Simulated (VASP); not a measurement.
Crystal: CrMo3.

```xyz
4
Lattice="3.8785 0.0000 0.0000 0.0000 3.8785 0.0000 0.0000 0.0000 3.8785" Properties=species:S:1:pos:R:3 pbc="T T T"
Mo    0.0000    1.9392    1.9392
Mo    1.9392    0.0000    1.9392
Mo    1.9392    1.9392    0.0000
Cr    0.0000    0.0000    0.0000
```

Base run:

```yaml
Program: VASP 6.6.1
Functional: PBEsol
Potentials_or_basis: VASP PAW PBE potentials, release 64 (Mo_sv, Cr_pv)
Cutoff: 520 eV
k_mesh: 12 × 12 × 12
Occupations: gaussian, width 0.1 eV
Spin: collinear spin, ferromagnetic start
Starting_moments: "[0.26, 0.26, 0.26, 2.58] μB"
Fixed_moment: 3.5 μB
```

Its results: pressure 5.9 GPa; site moments Mo +0.25; Cr +2.38 μB.

The run is repeated on the same cell with these changes: fixed moment from 3.5 μB to 0.5 μB; moments at the start from [0.26, 0.26, 0.26, 2.58] to [0.0, 0.0, 0.0, 0.52]. What comes out?

Pressure 0.5 GPa; site moments Mo -0.01; Cr +0.49 μB.

Caveats: the PAW data sets were made with another functional, which shifts forces and pressure a little; the total moment is fixed, so each spin has its own Fermi level and the state may be an excited one; the cell stands under pressure (at least some runs).
